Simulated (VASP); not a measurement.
# C (P2_1/m) in VASP: notebook

The runs below take C through single point, with PBEsol+D3(BJ).

All numbers are computed with VASP 6.6.1; they aren't measurements. Logs are shortened: lines on timing, memory, paths and dates and some standing lists are left out, and cuts for length are marked.

## Step 1: The cell of the first run

It takes space group P2_1/m (No. 11, monoclinic). Conventional cell: a = 2.223 Å, b = 6.119 Å, c = 2.474 Å, α = 90.00°, β = 110.02°, γ = 90.00°. C (site symmetry m) has 3 C at 1.28 to 1.56 Å within 1.7 Å. C (site symmetry m) has 3 C at 1.28 to 1.56 Å within 1.7 Å.

## Step 2: Single point, PBEsol+D3(BJ) (engineering shear strain xy -0.2250, normal strain along z -0.0700)

File INCAR:

```
PREC     = Accurate       # precision mode
ENCUT    = 520            # plane-wave cutoff, eV
EDIFF    = 1E-7           # SCF threshold, eV
ISMEAR   = 0              # smearing method
SIGMA    = 0.15           # smearing width, eV
LREAL    = F              # projectors in reciprocal space
LASPH    = T              # aspherical terms in the spheres
NELM     = 60             # most SCF steps
ALGO     = Normal         # electronic algorithm
ISIF     = 2              # what is computed and relaxed
LWAVE    = F              # write WAVECAR
LCHARG   = F              # write CHGCAR
GGA      = PS             # functional
IVDW     = 12             # dispersion correction
NBANDS   = 16             # bands
```

File KPOINTS:

```
regular mesh
0
Gamma
  18 18 6
```

File POSCAR:

```
C
1.0
    2.4580081303     -0.2765259146      0.0000000000
   -1.4684825321      2.2669604409      0.0000000000
    0.0000000000      0.0000000000      6.1194527675
C
4
Direct
    0.0000000000      0.0000000000      0.0025000000
    0.0000000000      0.0000000000      0.5025000000
    0.3333333333      0.6666666667      0.0025000000
    0.6666666667      0.3333333333      0.5025000000
```

Potentials or basis: VASP PAW PBE potentials, release 64 (C).

The run is started by

```bash
$ cat potpaw_PBE.64/C/POTCAR > POTCAR
$ mpirun -np 1 vasp_std > vasp.out
```

OUTCAR:

```text
PREC = Accurate
   ENCUT = 520
   EDIFF = 1E-7
   ISMEAR = 0
   LREAL = F
   LASPH = T
   NELM = 60
   ISIF = 2
   GGA = PS
   IVDW = 12
 IVDW          = 12

 ion  position               nearest neighbor table
   1  0.000  0.000  0.002-   3 1.28   3 1.43   3 1.56
   2  0.000  0.000  0.502-   4 1.28   4 1.43   4 1.56
   3  0.333  0.667  0.002-   1 1.28   1 1.43   1 1.56
   4  0.667  0.333  0.502-   2 1.28   2 1.43   2 1.56

  LATTYP: Found a simple monoclinic cell.
 ALAT       =     2.2228338924
 B/A-ratio  =     2.7529959789
 C/A-ratio  =     1.1127749198
 COS(beta)  =    -0.3422668700

  Lattice vectors:

 A1 = (   0.9895255982,   1.9904345263,   0.0000000000)
 A2 = (   0.0000000000,   0.0000000000,  -6.1194527675)
 A3 = (  -2.4580081303,   0.2765259146,   0.0000000000)

Analysis of symmetry for initial positions (statically):
=====================================================================
 Subroutine PRICEL returns:
 Original cell was already a primitive cell.

 Routine SETGRP: Setting up the symmetry group for a
 simple monoclinic supercell.

 Subroutine GETGRP returns: Found  4 space group operations
 (whereof  1 operations were pure point group operations)
 out of a pool of  4 trial point group operations.

The static configuration has the point symmetry C_1 .
 The point group associated with its full space group is C_2h.

Analysis of symmetry for dynamics (positions and initial velocities):
=====================================================================
 Subroutine PRICEL returns:
 Original cell was already a primitive cell.

 Routine SETGRP: Setting up the symmetry group for a
 simple monoclinic supercell.

 Subroutine GETGRP returns: Found  4 space group operations
 (whereof  1 operations were pure point group operations)
 out of a pool of  4 trial point group operations.

The dynamic configuration has the point symmetry C_1 .
 The point group associated with its full space group is C_2h.

 Subroutine INISYM returns: Found  4 space group operations
 (whereof  1 operations are pure point group operations),
 and found     1 'primitive' translations

----------------------------------------------------------------------------------------

                                     Primitive cell

  volume of cell :      31.6139

  direct lattice vectors                    reciprocal lattice vectors
     2.458008130 -0.276525915  0.000000000     0.438811801  0.284251746  0.000000000
    -1.468482532  2.266960441  0.000000000     0.053526666  0.475792588  0.000000000
     0.000000000  0.000000000  6.119452768     0.000000000  0.000000000  0.163413305

  length of vectors
     2.473513806  2.701027691  6.119452768     0.522833484  0.478793996  0.163413305

  position of ions in fractional coordinates (direct lattice)
     0.000000000  0.000000000  0.002500000
     0.000000000  0.000000000  0.502500000
     0.333333333  0.666666667  0.002500000
     0.666666667  0.333333333  0.502500000

  ion indices of the primitive-cell ions
   primitive index   ion index
                 1           1
                 2           2
                 3           3
                 4           4

----------------------------------------------------------------------------------------

 KPOINTS: regular mesh

Automatic generation of k-mesh.
 Grid dimensions read from file:
 generate k-points for:   18   18    6

 Generating k-lattice:

  Cartesian coordinates                     Fractional coordinates (reciprocal lattice)
     0.024378433  0.015791764  0.000000000     0.055555556  0.000000000  0.000000000
     0.002973704  0.026432922  0.000000000     0.000000000  0.055555556  0.000000000
     0.000000000  0.000000000  0.027235551     0.000000000  0.000000000  0.166666667

  Length of vectors
     0.029046305  0.026599666  0.027235551

  Shift w.r.t. Gamma in fractional coordinates (k-lattice)
     0.000000000  0.000000000  0.000000000

 Subroutine IBZKPT returns following result:
 ===========================================

 Found    656 irreducible k-points:

 Following reciprocal coordinates:
            Coordinates               Weight
  0.000000  0.000000  0.000000      1.000000
  0.055556 -0.000000  0.000000      2.000000
  0.111111 -0.000000  0.000000      2.000000
  0.166667 -0.000000  0.000000      2.000000
  0.222222 -0.000000  0.000000      2.000000
  0.277778 -0.000000  0.000000      2.000000
[... 16 lines left out ...]
 -0.333333  0.055556  0.000000      2.000000
 -0.277778  0.055556  0.000000      2.000000
 [... further k-points ...]
   k-points           NKPTS =    656   k-points in BZ     NKDIM =    656   number of bands    NBANDS=     16
   number of dos      NEDOS =    301   number of ions     NIONS =      4
   total plane-waves  NPLWV =  17280
   dimension x,y,z NGX =    18 NGY =   20 NGZ =   48
   dimension x,y,z NGXF=    36 NGYF=   40 NGZF=   96
   ions per type =               4
   NGX,Y,Z   is equivalent  to a cutoff of  12.10, 12.31, 13.04 a.u.
   NGXF,Y,Z  is equivalent  to a cutoff of  24.20, 24.62, 26.08 a.u.
 SYSTEM =  unknown system
   PREC   = accura    normal or accurate (medium, high low for compatibility)
   ISTART =      0    job   : 0-new  1-cont  2-samecut
   ICHARG =      2    charge: 1-file 2-atom 10-const
   ISPIN  =      1    spin polarized calculation?
   LNONCOLLINEAR =      F non collinear calculations
   LSORBIT =      F    spin-orbit coupling
   LASPH  =      T    aspherical Exc in radial PAW
   ENCUT  =  520.0 eV  38.22 Ry    6.18 a.u.   4.60  5.02 11.38*2*pi/ulx,y,z
   NELM   =     60;   NELMIN=  2; NELMDL= -5     # of ELM steps
   EDIFF  = 0.1E-06   stopping-criterion for ELM
   LREAL  =      F    real-space projection
   EDIFFG = 0.1E-05   stopping-criterion for IOM
   NSW    =      0    number of steps for IOM
   IBRION =     -1    ionic relax: 0-MD 1-quasi-New 2-CG
   NFREE  =      0    steps in history (QN), initial steepest desc. (CG)
   ISIF   =      2    stress and relaxation
   ISYM   =      2    0-nonsym 1-usesym 2-fastsym
   POTIM  = 0.5000    time-step for ionic-motion
   TEBEG  =    0.0;   TEEND  =   0.0 temperature during run
   PSTRESS=    0.0 pullay stress
   NELECT =      16.0000    total number of electrons
   NUPDOWN=      -1.0000    fix difference up-down
   EMIN   =  10.00;   EMAX   =-10.00  energy-range for DOS
   EFERMI =   0.00;   METHOD = LEGACY
   ISMEAR =     0;   SIGMA  =   0.15  broadening in eV -4-tet -1-fermi 0-gaus
   EFERMI_NEDOS =   21; number of points for ismear=-14 and -15
   IALGO  =     38    algorithm
   IMIX   =      4    mixing-type and parameters
     AMIX     =   0.40;   BMIX     =  1.00
     AMIX_MAG =   1.60;   BMIX_MAG =  1.00
  volume/ion in A,a.u.               =       7.90        53.34
  Fermi-wavevector in a.u.,A,eV,Ry     =   1.304634  2.465401 23.158073  1.702070
  Thomas-Fermi vector in A             =   2.435557
   LORBIT       =      0    0 simple, 1 ext, 2 COOP (PROOUT), +10 PAW based schemes
   GGA     = PS    functional components
   LHFCALC =     F    Hartree Fock is set to
   AEXX    =    0.0000 exact exchange contribution
   IVDW    =    12    specifies the selected vdW correction
   LEPSILON=     F    determine dielectric tensor
   LRPA    =     F    only Hartree local field effects (RPA)
 non-spin polarized calculation
 Gauss-broadening in eV      SIGMA  =   0.15
  energy-cutoff  :      520.00
  volume of cell :       31.61
 maximum number of plane-waves:       870
   NGX =  9   NGY = 11   NGZ = 23

 number of electron      16.0000002 magnetization

 Free energy of the ion-electron system (eV)
  ---------------------------------------------------
  ext. energy  EPLUGINS =         0.00000000
  ---------------------------------------------------
  free energy    TOTEN  =       -35.88773409 eV

  energy without entropy =      -35.88735250  energy(sigma->0) =      -35.88754330

 E-fermi :   5.9667     XC(G=0): -11.2407

 val. band max:        5.8167223681   @ k =   0.3333   0.2222   0.0000
 cond. band min:       6.0914558656   @ k =   0.3889   0.2222   0.0000
 fundamental gap:      0.2747334976
 Fermi energy:         5.9666760850

 k-point     1 :       0.0000    0.0000    0.0000
  band No.  band energies     occupation
      1     -14.4345      2.00000
      2     -13.8468      2.00000
      3      -3.6323      2.00000
      4      -0.5462      2.00000
      5       1.8725      2.00000
      6       1.8839      2.00000
[... 8 lines left out ...]
     15      17.2335      0.00000
     16      18.2132      0.00000

 k-point     2 :       0.0556   -0.0000    0.0000
  band No.  band energies     occupation
      1     -14.3440      2.00000
      2     -13.7596      2.00000
      3      -3.5186      2.00000
      4      -0.4422      2.00000
      5       1.6860      2.00000
      6       1.7258      2.00000
[... 8 lines left out ...]
     15      16.9491      0.00000
     16      18.4288      0.00000

 k-point     3 :       0.1111   -0.0000    0.0000
  band No.  band energies     occupation
      1     -14.0733      2.00000
      2     -13.4986      2.00000
      3      -3.1782      2.00000
      4      -0.1318      2.00000
      5       1.1842      2.00000
      6       1.2617      2.00000
[... 8 lines left out ...]
     15      16.2778      0.00000
     16      18.8118      0.00000

 k-point     4 :       0.1667   -0.0000    0.0000
  band No.  band energies     occupation
      1     -13.6245      2.00000
      2     -13.0662      2.00000
      3      -2.6137      2.00000
      4       0.3808      2.00000
      5       0.4716      2.00000
      6       0.5837      2.00000
[... 8 lines left out ...]
     15      15.9323      0.00000
     16      19.2060      0.00000
[... 324 lines left out ...]
 k-point    22 :      -0.3889    0.0556    0.0000
  band No.  band energies     occupation
      1     -10.8076      2.00000
      2     -10.3623      2.00000
      3      -3.2524      2.00000
      4      -3.0323      2.00000
      5      -2.3523      2.00000
      6      -2.1759      2.00000
[... 8 lines left out ...]
     15      20.6900      0.00000
     16      21.6024      0.00000

 k-point    23 :      -0.3333    0.0556    0.0000
  band No.  band energies     occupation
      1     -11.8064      2.00000
      2     -11.3193      2.00000
      3      -1.9383      2.00000
      4      -1.8314      2.00000
      5      -1.5864      2.00000
      6      -1.4797      2.00000
[... 8 lines left out ...]
     15      20.4655      0.00000
     16      20.8990      0.00000

 k-point    24 :      -0.2778    0.0556    0.0000
  band No.  band energies     occupation
      1     -12.6575      2.00000
      2     -12.1370      2.00000
      3      -1.3949      2.00000
      4      -1.3390      2.00000
      5      -1.1792      2.00000
      6      -0.1223      2.00000
[... 8 lines left out ...]
     15      18.9193      0.00000
     16      19.6797      0.00000

 [... further k-points ...]

------------------------ aborting loop because EDIFF is reached ----------------------------------------

 Edisp (eV)   -0.43760

 E8    (eV) :    -0.2127

  FORCE on cell =-STRESS in cart. coord.  units (eV):
  Direction    XX          YY          ZZ          XY          YZ          ZX
  --------------------------------------------------------------------------------------
  -------------------------------------------------------------------------------------
  Total       7.01319     6.59354     0.76136    23.19804     0.00000     0.00000
  in kB     355.42510   334.15728    38.58558  1175.66491     0.00000     0.00000
  external pressure =      242.72 kB  Pullay stress =        0.00 kB

 VOLUME and BASIS-vectors are now :
 -----------------------------------------------------------------------------
  energy-cutoff  :      520.00
  volume of cell :       31.61
      direct lattice vectors                 reciprocal lattice vectors
     2.458008130 -0.276525915  0.000000000     0.438811801  0.284251746  0.000000000
    -1.468482532  2.266960441  0.000000000     0.053526666  0.475792588  0.000000000
     0.000000000  0.000000000  6.119452768     0.000000000  0.000000000  0.163413305

 POSITION                                       TOTAL-FORCE (eV/Angst)
 -----------------------------------------------------------------------------------
      0.00000      0.00000      0.01530         3.335072      1.505767      0.000000
      0.00000      0.00000      3.07503        -3.335072     -1.505767      0.000000
     -0.15965      1.41913      0.01530        -3.397802     -1.522527      0.000000
      1.14918      0.57130      3.07503         3.397802      1.522527      0.000000
 -----------------------------------------------------------------------------------
    total drift:                                0.000000      0.000000      0.000022

  FREE ENERGIE OF THE ION-ELECTRON SYSTEM (eV)
  ---------------------------------------------------
  free  energy   TOTEN  =       -36.3253347822 eV

  energy  without entropy=      -36.3249531951  energy(sigma->0) =      -36.32514399
```

Run time: 5.3 min. Hardware: 1 thread of Intel Xeon 8259CL, shared host; peak memory 0.35 GiB.

Results:

* Free energy: -36.3253 eV
* Pressure: 24.3 GPa
* Largest force: 3.723 eV/Å
* Dispersion energy per atom: -0.109 eV

Forces on the atoms (eV/Å):
```
C    3.335  1.506  0.000
C   -3.335 -1.506  0.000
C   -3.398 -1.523  0.000
C    3.398  1.523  0.000
```

Caveat: the cell differs from its parent crystal (engineering shear strain xy -0.2250, normal strain along z -0.0700); the stress differs along the axes, from 4 to 36 GPa; the PAW data sets were made with another functional, which shifts forces and pressure a little.

## Step 3: Single point, PBEsol+D3(BJ) (engineering shear strain xy -0.3000, normal strain along z -0.0525)

File INCAR:

```
SYSTEM = C
PREC = Accurate
ENCUT = 520
EDIFF = 1E-6
ISMEAR = 0
SIGMA = 0.15
LREAL = .FALSE.
LASPH = .TRUE.
NELM = 100
ALGO = Normal
ISIF = 2
LWAVE = .FALSE.
LCHARG = .FALSE.
GGA = PS
IVDW = 12
NBANDS = 16
```

File KPOINTS:

```
regular mesh
0
G
  18 18 6
  0 0 0
```

File POSCAR:

```
C
1.0
    2.4580081303     -0.3687012195      0.0000000000
   -1.5483086877      2.3130480933      0.0000000000
    0.0000000000      0.0000000000      6.2346037605
C
4
Direct
    0.0000000000      0.0000000000      0.0025000000
    0.0000000000      0.0000000000      0.5025000000
    0.3333333333      0.6666666667      0.0025000000
    0.6666666667      0.3333333333      0.5025000000
```

Potentials or basis: VASP PAW PBE potentials, release 64 (C).

The run is started by

```bash
$ cat potpaw_PBE.64/C/POTCAR > POTCAR
$ mpirun -np 1 vasp_std > vasp.out
```

It took 6.3 min on 1 thread of Intel Xeon 8259CL, shared host; peak memory 0.36 GiB.

It converged, with:

| Property | Result |
| --- | --- |
| Free energy | -34.1814 eV |
| Pressure | 39.4 GPa |
| Largest force | 5.737 eV/Å |
| Dispersion energy per atom | -0.099 eV |

Forces in eV/Å, atoms in the order of the input:
```
C    5.045  2.570  0.000
C   -5.045 -2.570  0.000
C   -5.114 -2.599  0.000
C    5.114  2.599  0.000
```

Stress tensor (GPa, compression positive):
```
 60.98 154.34   0.00
154.34  54.98   0.00
  0.00   0.00   2.21
```

Caveat: the cell differs from its parent crystal (engineering shear strain xy -0.3000, normal strain along z -0.0525); the stress differs along the axes, from 2 to 61 GPa; the PAW data sets were made with another functional, which shifts forces and pressure a little.

[end of part 1 of 2]
